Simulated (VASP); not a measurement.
# HgTe: single point with LDA

Crystal: HgTe.

```xyz
2
Lattice="0.0000 3.2265 3.2265 3.2265 0.0000 3.2265 3.2265 3.2265 0.0000" Properties=species:S:1:pos:R:3 pbc="T T T"
Hg    0.0000    0.0000    0.0000
Te    1.6133    1.6133    1.6133
```

```yaml
Program: VASP 6.6.1
Task: single point
Functional: LDA
Potentials_or_basis: VASP PAW LDA potentials, release 64 (Hg, Te)
Cutoff: 520 eV
k_mesh: 6 × 6 × 6
Occupations: gaussian, width 0.01 eV
Spin: no spin polarisation
```

```yaml
Pressure: -0.1 GPa
Band_gap_on_the_k_mesh: zero (filled and empty bands touch)
```

Levels at points of the mesh, in eV from the Fermi level:
```tsv
k point	band 6	band 7	band 8	band 9	band 10	band 11	band 12	band 13
(0.00, 0.00, 0.00)	-6.87	-0.86	0.00	0.00	0.00	4.14	4.14	4.14
(0.50, 0.00, 0.00)	-6.57	-5.59	-1.01	-1.01	0.59	4.94	4.94	6.63
(0.50, 0.50, 0.00)	-6.42	-5.51	-2.32	-2.32	1.81	2.30	8.04	8.77
```

Wall time 20 s on 1 thread of Intel(R) Xeon(R) Platinum 8259CL CPU @ 2.50GHz (Skylake/Cascade Lake), with other jobs on the host, peak memory 0.17 GiB.

Caveat: spin-orbit coupling is left out, which moves the levels of the heavy elements.
